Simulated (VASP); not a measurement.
Crystal: TiTe2.

```
Ti Te
1.0
     3.87170    0.00000    0.00000
    -1.93585    3.35299    0.00000
     0.00000    0.00000    6.24585
Ti Te
1 2
Direct
  0.00000 0.00000 0.00000
  0.33333 0.66667 0.25200
  0.66667 0.33333 0.74800
```

| Property | Result |
| --- | --- |
| Program | VASP 6.6.1 |
| Task | relaxation of cell and atoms |
| Functional | PBEsol |
| Potentials or basis | VASP PAW PBE potentials, release 64 (Ti_sv, Te) |
| Cutoff | 600 eV |
| k mesh | 10 × 10 × 6 |
| Occupations | gaussian, width 0.05 eV |
| Spin | no spin polarisation |

At the start: pressure -0.3 GPa; volume 27.03 Å³/atom.

Question: Where does the relaxation end?

Answer: Over 14 steps the energy falls by 46.4 meV/atom and the volume is 25.37 Å³/atom (-6.1 %); space group P-3m1 (No. 164, to 0.1 Å) before and after.

Step by step:
| step | energy change (eV) | largest force (eV/Å) | pressure (GPa) | volume (Å³) |
| --- | --- | --- | --- | --- |
| 1 | 0.0000 | 0.6486 | -0.25 | 81.08 |
| 2 | -0.0838 | 0.2881 | -1.06 | 80.54 |
| 3 | -0.1193 | 0.0870 | -1.89 | 79.87 |
| 4 | -0.1248 | 0.2650 | 1.78 | 75.31 |
| 5 | -0.1353 | 0.1075 | 0.03 | 77.29 |
| 6 | -0.1364 | 0.0703 | -0.02 | 77.09 |
| 7 | -0.1374 | 0.0135 | -0.12 | 76.63 |
| 8 | -0.1382 | 0.0021 | 0.06 | 76.29 |
| 9 | -0.1385 | 0.0265 | 0.36 | 75.74 |
| 10 | -0.1385 | 0.0203 | 0.29 | 75.88 |
| 11 | -0.1390 | 0.0181 | 0.02 | 76.02 |
| 12 | -0.1390 | 0.0217 | 0.02 | 76.03 |
| 13 | -0.1391 | 0.0113 | 0.01 | 76.07 |
| 14 | -0.1391 | 0.0017 | 0.02 | 76.10 |

Final structure:
```
CELL_PARAMETERS angstrom
3.69367 0.00000 0.00000
-1.84683 3.19881 0.00000
0.00000 0.00000 6.44108
ATOMIC_POSITIONS crystal
Ti 0.00000 0.00000 0.00000
Te 0.33333 0.66667 0.26800
Te 0.66667 0.33333 0.73200
```

Caveat: the PAW data sets were made with another functional, which shifts forces and pressure a little; this functional lacks dispersion, which binds layers or chains, so the pressure and a relaxed spacing across them are unreliable.
